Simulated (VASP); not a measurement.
# MgO (Periclase) (Fm-3m) in VASP: a series of runs

The runs below take MgO (Periclase) through relaxation of cell and atoms, single point, with PBEsol.

Program: VASP 6.6.1. These are calculated values, not measurements. Logs are shortened: lines on timing, memory, paths and dates and some standing lists are left out, and cuts for length are marked.

## Step 1: The cell of the first run

Symmetry: Fm-3m, No. 225, cubic system. Conventional cell: a = 4.217 Å, b = 4.217 Å, c = 4.217 Å, α = 90.00°, β = 90.00°, γ = 90.00°. Mg (site symmetry m-3m) has 6 O at 2.11 Å within 2.8 Å. O (site symmetry m-3m) has 6 Mg at 2.11 Å within 2.8 Å.

## Step 2: Relaxation of cell and atoms, PBEsol, target pressure 23.2 GPa, at which the enthalpy is minimised

File INCAR:

```
SYSTEM = MgO
ALGO     = Normal         ! electronic algorithm
EDIFF    = 1E-7           ! SCF threshold, eV
EDIFFG   = -0.05          ! ionic threshold
ENCUT    = 600            ! plane-wave cutoff, eV
GGA      = PS             ! functional
GGA_COMPAT= .FALSE.      
IBRION   = 2              ! ionic algorithm
ISIF     = 3              ! what is computed and relaxed
ISMEAR   = 0              ! smearing method
LASPH    = .TRUE.         ! aspherical terms in the spheres
LCHARG   = .FALSE.        ! write CHGCAR
LREAL    = .FALSE.        ! projectors in reciprocal space
LWAVE    = .FALSE.        ! write WAVECAR
NELM     = 120            ! most SCF steps
NELMIN   = 4            
NSW      = 80             ! ionic steps
PREC     = Accurate       ! precision mode
PSTRESS  = 232.0        
SIGMA    = 0.1            ! smearing width, eV
```

File KPOINTS:

```
k-points
0
G
  8 8 8
  0 0 0
```

File POSCAR:

```
MgO
1.0
    0.0000000000      2.1085000000      2.1085000000
    2.1085000000      0.0000000000      2.1085000000
    2.1085000000      2.1085000000      0.0000000000
Mg O
1 1
Direct
    0.0000000000      0.0000000000      0.0000000000
    0.5000000000      0.5000000000      0.5000000000
```

Potentials or basis: VASP PAW PBE potentials, release 64 (Mg, O).

Started as:

```console
$ cat potpaw_PBE.64/Mg/POTCAR potpaw_PBE.64/O/POTCAR > POTCAR
$ mpirun -np 1 vasp_std > vasp.out
```

OUTCAR:

```text
SYSTEM = MgO
   EDIFF = 1E-7
   EDIFFG = -0.05
   ENCUT = 600
   GGA = PS
   IBRION = 2
   ISIF = 3
   ISMEAR = 0
   LASPH = .TRUE.
   LREAL = .FALSE.
   NELM = 120
   NELMIN = 4
   NSW = 80
   PREC = Accurate
   PSTRESS = 232.0

 ion  position               nearest neighbor table
   1  0.000  0.000  0.000-   2 2.11   2 2.11   2 2.11   2 2.11   2 2.11   2 2.11
   2  0.500  0.500  0.500-   1 2.11   1 2.11   1 2.11   1 2.11   1 2.11   1 2.11

  LATTYP: Found a face centered cubic cell.
 ALAT       =     4.2170000000

  Lattice vectors:

 A1 = (   0.0000000000,   2.1085000000,   2.1085000000)
 A2 = (   2.1085000000,   0.0000000000,   2.1085000000)
 A3 = (   2.1085000000,   2.1085000000,   0.0000000000)

Analysis of symmetry for initial positions (statically):
[... 6 lines left out ...]

 Subroutine GETGRP returns: Found 48 space group operations
 (whereof 48 operations were pure point group operations)
 out of a pool of 48 trial point group operations.

The static configuration has the point symmetry O_h .

Analysis of symmetry for dynamics (positions and initial velocities):
[... 6 lines left out ...]

 Subroutine GETGRP returns: Found 48 space group operations
 (whereof 48 operations were pure point group operations)
 out of a pool of 48 trial point group operations.

The dynamic configuration has the point symmetry O_h .

 Subroutine INISYM returns: Found 48 space group operations
 (whereof 48 operations are pure point group operations),
 and found     1 'primitive' translations

----------------------------------------------------------------------------------------

                                     Primitive cell

  volume of cell :      18.7478

  direct lattice vectors                    reciprocal lattice vectors
     0.000000000  2.108500000  2.108500000    -0.237135404  0.237135404  0.237135404
     2.108500000  0.000000000  2.108500000     0.237135404 -0.237135404  0.237135404
     2.108500000  2.108500000  0.000000000     0.237135404  0.237135404 -0.237135404

  length of vectors
     2.981869296  2.981869296  2.981869296     0.410730569  0.410730569  0.410730569

  position of ions in fractional coordinates (direct lattice)
     0.000000000  0.000000000  0.000000000
     0.500000000  0.500000000  0.500000000

  ion indices of the primitive-cell ions
   primitive index   ion index
                 1           1
                 2           2

----------------------------------------------------------------------------------------

 KPOINTS: k-points
[... 74 lines left out ...]
   ISIF   =      3    stress and relaxation
   ISYM   =      2    0-nonsym 1-usesym 2-fastsym
   POTIM  = 0.5000    time-step for ionic-motion
   TEBEG  =    0.0;   TEEND  =   0.0 temperature during run
   PSTRESS=  232.0 pullay stress
   NELECT =       8.0000    total number of electrons
   NUPDOWN=      -1.0000    fix difference up-down
   EMIN   =  10.00;   EMAX   =-10.00  energy-range for DOS
   EFERMI =   0.00;   METHOD = LEGACY
   ISMEAR =     0;   SIGMA  =   0.10  broadening in eV -4-tet -1-fermi 0-gaus
   EFERMI_NEDOS =   21; number of points for ismear=-14 and -15
   IALGO  =     38    algorithm
   IMIX   =      4    mixing-type and parameters
     AMIX     =   0.40;   BMIX     =  1.00
     AMIX_MAG =   1.60;   BMIX_MAG =  1.00
  volume/ion in A,a.u.               =       9.37        63.26
  Fermi-wavevector in a.u.,A,eV,Ry     =   1.232503  2.329092 20.668107  1.519063
  Thomas-Fermi vector in A             =   2.367270
   LORBIT       =      0    0 simple, 1 ext, 2 COOP (PROOUT), +10 PAW based schemes
   GGA     = PS    functional components
   LHFCALC =     F    Hartree Fock is set to
   AEXX    =    0.0000 exact exchange contribution
   IVDW    =     0    specifies the selected vdW correction
   LEPSILON=     F    determine dielectric tensor
   LRPA    =     F    only Hartree local field effects (RPA)
 conjugate gradient relaxation of ions
 non-spin polarized calculation
 Gauss-broadening in eV      SIGMA  =   0.10
  energy-cutoff  :      600.00
  volume of cell :       18.75
 maximum number of plane-waves:       638
   NGX = 11   NGY = 11   NGZ = 11

--------------------------------------- Ionic step        1  -------------------------------------------

 number of electron       8.0000005 magnetization

 Free energy of the ion-electron system (eV)
  ---------------------------------------------------
  ext. energy  EPLUGINS =         0.00000000
  ---------------------------------------------------
  free energy    TOTEN  =       -12.51533351 eV

  energy without entropy =      -12.51533351  energy(sigma->0) =      -12.51533351

------------------------ aborting loop because EDIFF is reached ----------------------------------------

  FORCE on cell =-STRESS in cart. coord.  units (eV):
  Direction    XX          YY          ZZ          XY          YZ          ZX
  --------------------------------------------------------------------------------------
  -------------------------------------------------------------------------------------
  Total       -0.1212319     -0.1212319     -0.1212319      0.0000000      0.0000000      0.0000000
  in kB      -10.3604004    -10.3604004    -10.3604004      0.0000000      0.0000000      0.0000000
  external PRESSURE =    -242.3604004 kB  Pullay stress =     232.0000000 kB
[... 63 lines left out ...]
--------------------------------------- Ionic step        3  -------------------------------------------

 number of electron       7.9999999 magnetization

 Free energy of the ion-electron system (eV)
  ---------------------------------------------------
  ext. energy  EPLUGINS =         0.00000000
  ---------------------------------------------------
  free energy    TOTEN  =       -12.38782186 eV

  energy without entropy =      -12.38782186  energy(sigma->0) =      -12.38782186

 E-fermi :   4.4119     XC(G=0): -11.8805

 val. band max:        3.9872856788   @ k =   0.0000   0.0000   0.0000
 cond. band min:       9.8231258576   @ k =   0.0000   0.0000   0.0000
 fundamental gap:      5.8358401789
 Fermi energy:         4.4119391333

 k-point     1 :       0.0000    0.0000    0.0000
  band No.  band energies     occupation
      1     -13.8586      2.00000
      2       3.9873      2.00000
      3       3.9873      2.00000
      4       3.9873      2.00000
      5       9.8231      0.00000
      6      20.2563      0.00000
      7      20.2563      0.00000
      8      20.2563      0.00000
[... 243 lines left out ...]
 k-point    24 :      -0.3750    0.2500    0.1250
  band No.  band energies     occupation
      1     -12.0401      2.00000
      2      -0.5498      2.00000
      3       1.7442      2.00000
      4       2.8178      2.00000
      5      14.3484      0.00000
      6      17.1188      0.00000
      7      18.7084      0.00000
      8      22.2142      0.00000

 [... further k-points ...]
[... 5 lines left out ...]
  --------------------------------------------------------------------------------------
  -------------------------------------------------------------------------------------
  Total        2.3742585      2.3742585      2.3742585     -0.0000000     -0.0000000     -0.0000000
  in kB      228.5142075    228.5142075    228.5142075     -0.0000000     -0.0000000     -0.0000000
  external PRESSURE =      -3.4857925 kB  Pullay stress =     232.0000000 kB
[... 21 lines left out ...]
  energy  without entropy=      -12.3878218623  energy(sigma->0) =      -12.38782186

  enthalpy is  TOTEN    =        -9.9773460872 eV   P V=        2.4104757752

 reached required accuracy - stopping structural energy minimisation
```

OSZICAR:

```text
N       E                     dE             d eps       ncg     rms          rms(c)
DAV:   1     0.186984346504E+02    0.18698E+02   -0.51159E+03   512   0.999E+02
DAV:   2    -0.134400669171E+02   -0.32139E+02   -0.30344E+02   624   0.151E+02
DAV:   3    -0.138979936558E+02   -0.45793E+00   -0.45793E+00   560   0.213E+01
[... 26 lines left out ...]
DAV:   4    -0.123878329629E+02    0.20172E-02   -0.17985E-03   464   0.474E-01    0.486E-02
DAV:   5    -0.123878220444E+02    0.10919E-04   -0.13791E-04   504   0.933E-02    0.155E-02
DAV:   6    -0.123878221187E+02   -0.74332E-07   -0.26455E-06   496   0.138E-02    0.882E-04
DAV:   7    -0.123878219244E+02    0.19433E-06   -0.32319E-08   304   0.197E-03    0.187E-04
DAV:   8    -0.123878218623E+02    0.62071E-07   -0.23726E-09   256   0.472E-04
   3 F= -.99773461E+01 E0= -.99773461E+01  d E =-.176752E+00
```

CONTCAR:

```text
MgO
   1.00000000000000
     0.0000000000000000    2.0265864023446327    2.0265864023446327
     2.0265864023446327    0.0000000000000000    2.0265864023446327
     2.0265864023446327    2.0265864023446327    0.0000000000000000
  Mg              O
     1     1
Direct
     0.0000000000000000    0.0000000000000000    0.0000000000000000
     0.5000000000000000    0.5000000000000000    0.5000000000000000

  0.00000000E+00  0.00000000E+00  0.00000000E+00
  0.00000000E+00  0.00000000E+00  0.00000000E+00
```

Run time: 14 s. Hardware: 1 thread of Intel Xeon 6455B, shared host; peak memory 0.15 GiB.

What came out:

```yaml
Free_energy: -12.3878 eV
Relaxed_volume: 8.32 Å³/atom
Relaxed_cell: a = 2.866 Å, b = 2.866 Å, c = 2.866 Å, α = 60.00°, β = 60.00°, γ = 60.00°
Space_group_after_relaxing_to_0.05_Å: Fm-3m (No. 225)
Energy_change_on_relaxing_the_enthalpy_is_what_falls: +63.8 meV/atom
Ionic_steps: 3
Pressure_after_relaxing: 22.9 GPa
Band_gap_on_the_k_mesh: 5.84 eV, direct
```

The path:
```tsv
step	energy change (eV)	largest force (eV/Å)	pressure (GPa)	volume (Å³)
1	0.0000	0.0000	-1.04	18.75
2	0.4617	0.0000	51.15	15.16
3	0.1275	0.0000	22.85	16.65
```

Final structure:
```
CELL_PARAMETERS angstrom
0.00000 2.02659 2.02659
2.02659 0.00000 2.02659
2.02659 2.02659 0.00000
ATOMIC_POSITIONS crystal
Mg 0.00000 0.00000 0.00000
O 0.50000 0.50000 0.50000
```

Levels at points of the mesh, in eV from the valence-band top:
```
           k point  band 2  band 3  band 4  band 5  band 6  band 7
(0.00, 0.00, 0.00)    0.00    0.00    0.00    5.84   16.27   16.27
(0.50, 0.00, 0.00)   -5.22   -0.81   -0.81    8.49   13.83   17.39
(0.50, 0.50, 0.00)   -4.64   -1.54   -1.54    9.02   11.18   14.24
```

Caveat: the cell is relaxed towards a set pressure, so the enthalpy falls and the energy may rise; the PAW data sets were made with another functional, which shifts forces and pressure a little.

[end of part 1 of 3]
